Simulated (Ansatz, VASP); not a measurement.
## FeO: VASP beside Ansatz

```
Fe O
1.0
     0.00000    2.11140    2.11140
     2.11140    0.00000    2.11140
     2.11140    2.11140    0.00000
Fe O
1 1
Cartesian
  0.0000 0.0000 0.0000
  2.1114 2.1114 2.1114
```

Change from the starting cell: volume scaled by 0.94.

Alike in both runs: task single point; functional PBE; k mesh 11 × 11 × 11; occupations fermi-dirac, width 0.05 eV; collinear spin.

```csv
,VASP,Ansatz
version,VASP 6.6.1,Ansatz 0.2.0
potentials or method,"VASP PAW PBE potentials, release 64 (Fe, O), cutoff 520 eV","all-electron LAPW, scalar-relativistic"
```

Ansatz gave:

| Item | Value |
| --- | --- |
| gap on the k mesh at the Fermi level (eV) | none |
| pressure (GPa) | 12.8 |
| net moment per atom (μB) | 2.00 |
| size of the moment on the site where the two differ most (μB) | 0.33 |

**Question.** Which values does VASP return?

**Answer.** gap on the k mesh at the Fermi level (eV): none; pressure (GPa): 13.2; net moment per atom (μB): 2.00; size of the moment on the site where the two differ most (μB): 0.31.

Site moments also hang on the region over which each program counts them. A gap of «none» marks a metal or a gap that the smearing closes. Ansatz ran all-electron here, and VASP with PAW potentials.
